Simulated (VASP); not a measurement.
Input of a VASP 6.6.1 run:

Contents of INCAR:

```
SYSTEM = Ni
PREC = Accurate
ENCUT = 520
EDIFF = 1E-6
ISMEAR = -1
SIGMA = 0.05
LREAL = .FALSE.
LASPH = .TRUE.
NELM = 150
ALGO = Normal
ISIF = 2
LWAVE = .FALSE.
LCHARG = .FALSE.
ISPIN = 2
MAGMOM = 0.8 0.8 -0.8 -0.8
LORBIT = 11
LMAXMIX = 4
GGA = RE
NBANDS = 32
```

File KPOINTS:

```
regular mesh
0
G
  14 14 4
  0 0 0
```

The input POSCAR:

```
Ni
1.0
    2.5055171704      0.0000000000      0.0000000000
   -1.2527585852      2.1698415192      0.0000000000
    0.0000000000      0.0000000000      8.2008767057
Ni
4
Direct
    0.0000000000      0.0000000000      1.0000000000
    0.0000000000      0.0000000000      0.5000000000
    0.3333333333      0.6666666667      0.2500000000
    0.6666666667      0.3333333333      0.7500000000
```

Potentials or basis: VASP PAW PBE potentials, release 64 (Ni).

The run is started by

```console
$ cat potpaw_PBE.64/Ni/POTCAR > POTCAR
$ mpirun -np 1 vasp_std > vasp.out
```

**Question.** What does it give for the pressure?

**Answer.** -0.8 GPa.

**Question.** What does it give for the net moment?

**Answer.** 0.05 μB per cell.

**Question.** Predict the site moments.

**Answer.** Ni +0.27, -0.24 (each value once) μB.

Stress tensor (GPa, compression positive):
```
-1.02  0.00  0.00
 0.00 -1.02  0.00
 0.00  0.00 -0.27
```

Caveat: the PAW data sets were made with another functional, which shifts forces and pressure a little.
